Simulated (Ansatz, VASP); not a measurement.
## P in VASP and in Ansatz

```
P
1.0
    -2.50053    2.85773    1.31164
     2.85773   -2.50053    1.31164
     2.41144    2.41144   -0.65743
P
2
Cartesian
  -2.3687 2.7259 1.3116
  -0.0871 2.8557 0.9829
```

Alike in both runs: task single point; functional LDA; k mesh 15 × 15 × 11; occupations fermi-dirac, width 0.1 eV; no spin polarisation.

|  | VASP | Ansatz |
| --- | --- | --- |
| version | VASP 6.6.1 | Ansatz 0.2.0 |
| potentials or method | VASP PAW LDA potentials, release 64 (P), cutoff 520 eV | plane waves (420 eV) with PAW, scalar-relativistic |
| valence electrons in the cell | 10 | 10 |

VASP gave:

- pressure (GPa): -9.4
- traceless stress, the component that is largest in VASP (GPa): -1.53

Question: Estimate Ansatz's values.

Answer: Pressure (GPa): -9.2; traceless stress, the component that is largest in VASP (GPa): -1.50.

Ansatz warns that its potentials were made for another functional, while VASP's fit it. LDA's correlation is that of Perdew and Zunger in VASP and of Perdew and Wang (1992) in Ansatz.
